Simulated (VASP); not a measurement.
Crystal: ScAlN2.

```
Sc Al N
1.0
     2.12257    1.22546    4.21851
    -2.12257    1.22546    4.21851
     0.00000   -2.45093    4.21851
Sc Al N
1 1 2
Direct
  0.50000 0.50000 0.50000
  0.00000 0.00000 0.00000
  0.18685 0.18685 0.18685
  0.81315 0.81315 0.81315
```

| Item | Value |
| --- | --- |
| Program | VASP 6.6.1 |
| Task | relaxation of cell and atoms |
| Functional | PBE |
| Potentials or basis | VASP PAW PBE potentials, release 64 (Sc_sv, Al, N) |
| Cutoff | 600 eV |
| k mesh | 6 × 6 × 6 |
| Occupations | gaussian, width 0.1 eV |
| Spin | no spin polarisation |

At the start: pressure -17.5 GPa; volume 16.46 Å³/atom.

Task: Where does the relaxation end?

Result: Over 29 steps the energy falls by 1306.3 meV/atom and the volume is 10.99 Å³/atom (-33.2 %); space group R-3m (No. 166, to 0.05 Å).

The path:
```
step  energy change (eV)  largest force (eV/Å)  pressure (GPa)  volume (Å³)
   1              0.0000                0.6792          -17.55        65.84
   2             -1.2024                0.2719            3.75        50.07
   3             -1.2023                0.2522            3.28        50.24
   4             -1.8380                1.4316            8.26        47.45
   5             -2.0102                3.5818           15.33        45.60
   6             -2.3391                4.4040           12.25        45.88
   7             -3.0660                7.2757           12.50        46.27
   8              1.2843               16.4777           89.23        44.82
   9             -2.4831                9.8626           21.23        46.26
  10             -2.6542                9.7122           19.94        46.49
  11             -3.1092                9.2488           17.31        47.15
  12             -3.7147                7.8119           17.93        48.32
  13             -1.4175                1.2992           53.28        49.91
  14             -3.4846                8.4151           21.82        48.57
  15             -3.1996                5.4585           31.99        49.34
  16             -3.4657                7.8544           24.26        48.82
  17             -3.9739                5.8849           16.78        49.45
  18             -4.7645                1.6478           -0.16        51.35
  19             -4.8443                0.6087           -4.64        52.05
  20             -4.8532                0.1982           -6.46        52.37
  21             -4.8740                0.1892           -6.21        52.04
  22             -4.9337                0.1655           -5.43        51.07
  23             -5.0383                0.1270           -3.58        49.14
  24             -5.1718                0.0946            1.69        45.40
  25             -4.9227                0.2395           22.86        38.34
  26             -5.1872                0.0972            4.13        44.16
  27             -5.2246                0.0284           -1.05        44.11
  28             -5.2248                0.0206           -0.70        44.12
  29             -5.2253                0.0047           -0.39        43.97
```

Final structure:
```cif
data_structure
_symmetry_space_group_name_H-M 'P 1'
_symmetry_Int_Tables_number 1
_cell_length_a 3.6491
_cell_length_b 3.6491
_cell_length_c 3.6491
_cell_angle_alpha 74.248
_cell_angle_beta 74.248
_cell_angle_gamma 74.248
_cell_volume 43.97
loop_
_atom_site_label
_atom_site_type_symbol
_atom_site_fract_x
_atom_site_fract_y
_atom_site_fract_z
_atom_site_occupancy
Sc1 Sc 0.50000 0.50000 0.50000 1
Al1 Al 0.00000 0.00000 0.00000 1
N1 N 0.23447 0.23447 0.23447 1
N2 N 0.76553 0.76553 0.76553 1
```

Caveat: the volume moved by over 15 % at a fixed basis, so the end points are rough.
